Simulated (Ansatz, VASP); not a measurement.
## Y3SnS2 in VASP and in Ansatz

POSCAR

```
Y3SnS2
1.0
   -1.9731388493      2.9136752672      6.3553898211
    1.9731388493     -2.9136752672      6.3553898211
    1.9731388493      2.9136752672     -6.3553898211
Y Sn S
3 1 2
Direct
    0.8017131796      0.3017131796      0.5000000000
    0.5000000000      0.0000000000      0.5000000000
    0.1982868204      0.6982868204      0.5000000000
    0.0000000000      0.0000000000      0.0000000000
    0.6556575007      0.6556575007      0.0000000000
    0.3443424993      0.3443424993      0.0000000000
```

INCAR.step1

```
ALGO = Normal
EDIFF = 1E-4
ENCUT = 520
GGA = PE
ISMEAR = 0
LASPH = T
LCHARG = F
LREAL = F
LWAVE = T
NBANDS = 38
NELM = 100
PREC = Accurate
SIGMA = 0.1
```

INCAR.step2

```
ALGO = Normal
EDIFF = 1E-7
ENCUT = 520
ISIF = 2
ISMEAR = 0
ISTART = 1
LASPH = T
LCHARG = F
LMIXTAU = T
LREAL = F
LWAVE = F
METAGGA = R2SCAN
NBANDS = 38
NELM = 100
PREC = Accurate
SIGMA = 0.1
```

Contents of KPOINTS:

```
k-points
0
Gamma
  6 6 6
```

Input for Ansatz:

```yaml
crystal:
  lattice:
    - [-1.9731388493, 2.9136752672, 6.3553898211]
    - [1.9731388493, -2.9136752672, 6.3553898211]
    - [1.9731388493, 2.9136752672, -6.3553898211]
  atoms:
    - { symbol: "Y", position: [0.8017131796, 0.3017131796, 0.5] }
    - { symbol: "Y", position: [0.5, 0.0, 0.5] }
    - { symbol: "Y", position: [0.1982868204, 0.6982868204, 0.5] }
    - { symbol: Sn, position: [0.0, 0.0, 0.0] }
    - { symbol: S, position: [0.6556575007, 0.6556575007, 0.0] }
    - { symbol: S, position: [0.3443424993, 0.3443424993, 0.0] }
basis:
  ecutwfc: 500
kpoints:
  mp_grid: { grid: [6, 6, 6] }
hamiltonian:
  xc: r2scan
scf:
  occupations: { method: gaussian, width: 0.1 }
output:
  forces: true
  stress: true
  eigenvalues: true
```

Alike in both runs: task single point; functional r2SCAN; k mesh 6 × 6 × 6; occupations gaussian, width 0.1 eV; no spin polarisation.

```csv
,VASP,Ansatz
version,VASP 6.6.1,Ansatz 0.2.0
potentials or method,"VASP PAW PBE potentials, release 64 (Y_sv, Sn_d, S), cutoff 520 eV","scalar-relativistic, plane waves, PAW"
valence electrons in the cell,59,59
```

VASP gave:

| Property | Result |
| --- | --- |
| gap on the k mesh at the Fermi level (eV) | none |
| pressure (GPa) | -0.8 |
| traceless stress, the component that is largest in VASP (GPa) | -2.41 |
| rms of the force components (eV/Å) | 0.464 |

**Question.** Which values does Ansatz return?

**Answer.** gap on the k mesh at the Fermi level (eV): none; pressure (GPa): -0.7; traceless stress, the component that is largest in VASP (GPa): -2.38; rms of the force components (eV/Å): 0.462.

VASP's potentials were made for PBE, not for r2SCAN. Atom by atom the forces differ by 0.002 eV/Å (rms over components). A gap of «none» marks a metal or a gap that the smearing closes.
